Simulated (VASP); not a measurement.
A run of VASP 6.6.1:

INCAR

```
SYSTEM = AlN
ALGO = Normal
EDIFF = 1E-6
ENCUT = 520
GGA = PE
ISIF = 2
ISMEAR = 0
LASPH = .True.
LCHARG = .False.
LREAL = .False.
LWAVE = .False.
NBANDS = 26
NELM = 60
PREC = Accurate
SIGMA = 0.05
```

The input KPOINTS:

```
k-points
0
Gamma
  6 6 6
  0 0 0
```

The input POSCAR:

```
AlN
1.0
    4.4025164325      0.0000000000      0.0000000000
    0.0000000000     -4.4025164325      0.0000000000
    0.0000000000      0.0000000000     -4.4025164325
Al N
4 4
Direct
   -0.0809495713     -0.0286199954     -0.0809495713
    0.5000000000      0.5000000000      0.0000000000
    0.5000000000      0.0000000000      0.5000000000
    0.0000000000      0.5000000000      0.5000000000
    0.7500000000      0.7500000000      0.7500000000
    0.2500000000      0.2500000000      0.7500000000
    0.2500000000      0.7500000000      0.2500000000
    0.7500000000      0.2500000000      0.2500000000
```

Potentials or basis: VASP PAW PBE potentials, release 64 (Al, N).

Launch:

```bash
$ cat potpaw_PBE.64/Al/POTCAR potpaw_PBE.64/N/POTCAR > POTCAR
$ mpirun -np 1 vasp_std > vasp.out
```

Hardware: 1 thread of Intel(R) Xeon(R) 6975P-C (Granite Rapids), on a shared host.

Task: Estimate the wall time of this run.

Result: Run time: 75 s on 1 thread of Intel(R) Xeon(R) 6975P-C (Granite Rapids), on a shared host, peak memory 0.26 GiB. Counts: scf iterations 14, k points 68.
